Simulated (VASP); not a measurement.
TePb:

```
Pb Te
1.0
     0.00000    3.64149    3.64149
     3.64149    0.00000    3.64149
     3.64149    3.64149    0.00000
Pb Te
1 1
Direct
  0.00000 0.00000 0.00000
  0.25000 0.25000 0.25000
```

Base run:

* Program: VASP 6.6.1
* Functional: r2SCAN
* Potentials or basis: VASP PAW PBE potentials, release 64 (Pb_d, Te)
* Cutoff: 520 eV
* k mesh: 4 × 4 × 4
* Occupations: gaussian, width 0.01 eV
* Spin: no spin polarisation

Its results: band gap on the k mesh 0.75 eV, indirect (least direct gap 1.37 eV); pressure -0.1 GPa.

Problem. The run is repeated on the same cell with these changes: functional from r2SCAN to PBE. What comes out?

Solution. Band gap on the k mesh 0.59 eV, indirect (least direct gap 1.19 eV); pressure 0.5 GPa.

r2SCAN gives the wider gap, since meta-GGAs in the generalised Kohn-Sham scheme recover part of the derivative discontinuity.

Caveats: spin-orbit coupling is left out, which moves the levels of the heavy elements; the PAW data sets were made with another functional, which shifts forces and pressure a little (some runs).

A k mesh can miss the band edges.
